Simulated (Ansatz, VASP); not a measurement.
**Two plane-wave programs on SiB3W**

```xyz
5
Lattice="3.8272 0.0000 0.0000 0.0000 3.8272 0.0000 0.0000 0.0000 3.8272" Properties=species:S:1:pos:R:3 pbc="T T T"
Si    1.9136    1.9136    1.9136
B     0.0000    1.9136    1.9136
B     1.9136    0.0000    1.9136
B     1.9136    1.9136    0.0000
W     0.0000    0.0000    0.0000
```

Change from the starting cell: species swapped into the ScRh3C type (Pm-3m, No. 221).

Alike in both runs: task relaxation of cell and atoms; functional PBE; k mesh 10 × 10 × 10; occupations gaussian, width 0.1 eV; no spin polarisation.

```csv
,VASP,Ansatz
version,VASP 6.6.1,Ansatz 0.2.0
potentials or method,"VASP PAW PBE potentials, release 64 (Si, B, W_sv), cutoff 500 eV","scalar-relativistic, plane waves, PAW"
valence electrons in the cell,27,27
```

Ansatz gave:

```
gap on the k mesh at the Fermi level, each at its own relaxed structure (eV) : none
relaxed volume (Å³/atom)                                                     : 11.25
relaxed cell length with the largest relative difference (Å)                 : 3.831
```

Task: Estimate VASP's values.

Result: gap on the k mesh at the Fermi level, each at its own relaxed structure (eV): none; relaxed volume (Å³/atom): 11.24; relaxed cell length with the largest relative difference (Å): 3.831.

A gap of «none» marks a metal or a gap that the smearing closes.

Spin-orbit coupling is off throughout. Noted on VASP's run: too few bands were computed for a metal, which touches its energy and stress.
